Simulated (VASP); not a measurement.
Set up this calculation in VASP 6.6.1, as the native input.

```
Task                   : single point
Functional             : r2SCAN
Potentials or basis    : VASP PAW PBE potentials, release 64 (Ru_pv)
Cutoff                 : 520 eV
k mesh                 : 16 × 16 × 16
Occupations            : fermi-dirac, width 0.1 eV
Spin                   : no spin polarisation
Dipole correction      : no
Further INCAR settings : ALGO = Normal; EDIFF = 1e-07; NBANDS = 13
```

Crystal: Ru.

```xyz
1
Lattice="0.0000 1.9181 1.9181 1.9181 0.0000 1.9181 1.9181 1.9181 0.0000" Properties=species:S:1:pos:R:3 pbc="T T T"
Ru    0.0000    0.0000    0.0000
```

This cell differs from its parent crystal: volume scaled by 1.04.

These files were run (other wordings do the same):

POSCAR

```
Ru
1.0
    0.0000000000      1.9181273868      1.9181273868
    1.9181273868      0.0000000000      1.9181273868
    1.9181273868      1.9181273868      0.0000000000
Ru
1
Direct
    0.0000000000      0.0000000000      0.0000000000
```

INCAR.step1

```
SYSTEM = Ru
PREC     = Accurate       ! precision mode
ENCUT    = 520            ! plane-wave cutoff, eV
ISMEAR   = -1             ! smearing method
SIGMA    = 0.1            ! smearing width, eV
LREAL    = .FALSE.        ! projectors in reciprocal space
LASPH    = .TRUE.         ! aspherical terms in the spheres
NELM     = 60             ! most SCF steps
NBANDS   = 13             ! bands
GGA      = PE             ! functional
ALGO     = Normal         ! electronic algorithm
EDIFF    = 1E-4           ! SCF threshold, eV
LWAVE    = .TRUE.         ! write WAVECAR
LCHARG   = .FALSE.        ! write CHGCAR
```

INCAR.step2

```
SYSTEM = Ru
PREC     = Accurate       ! precision mode
ENCUT    = 520            ! plane-wave cutoff, eV
EDIFF    = 1E-7           ! SCF threshold, eV
ISMEAR   = -1             ! smearing method
SIGMA    = 0.1            ! smearing width, eV
LREAL    = .FALSE.        ! projectors in reciprocal space
LASPH    = .TRUE.         ! aspherical terms in the spheres
NELM     = 60             ! most SCF steps
ALGO     = Normal         ! electronic algorithm
ISIF     = 2              ! what is computed and relaxed
LWAVE    = .FALSE.        ! write WAVECAR
LCHARG   = .FALSE.        ! write CHGCAR
METAGGA  = R2SCAN         ! meta-GGA
LMIXTAU  = .TRUE.       
NBANDS   = 13             ! bands
ISTART   = 1
```

KPOINTS

```
regular mesh
0
G
  16 16 16
  0 0 0
```

Potentials or basis: VASP PAW PBE potentials, release 64 (Ru_pv).

The run is started by

```bash
$ cat potpaw_PBE.64/Ru_pv/POTCAR > POTCAR
$ cp INCAR.step1 INCAR
$ mpirun -np 1 vasp_std > vasp.out
$ cp INCAR.step2 INCAR
$ mpirun -np 1 vasp_std > vasp.out
```

Results of the run:

* Pressure: -10.7 GPa
* Band gap on the k mesh: zero (band 7 reaches 14.15 eV, above the bottom of band 8 at 10.62 eV)

Caveat: the PAW data sets were made with another functional, which shifts forces and pressure a little.

Wall time 84 s on 1 thread of Intel(R) Xeon(R) Platinum 8259CL CPU @ 2.50GHz (Skylake/Cascade Lake) (shared host), peak memory 0.14 GiB.
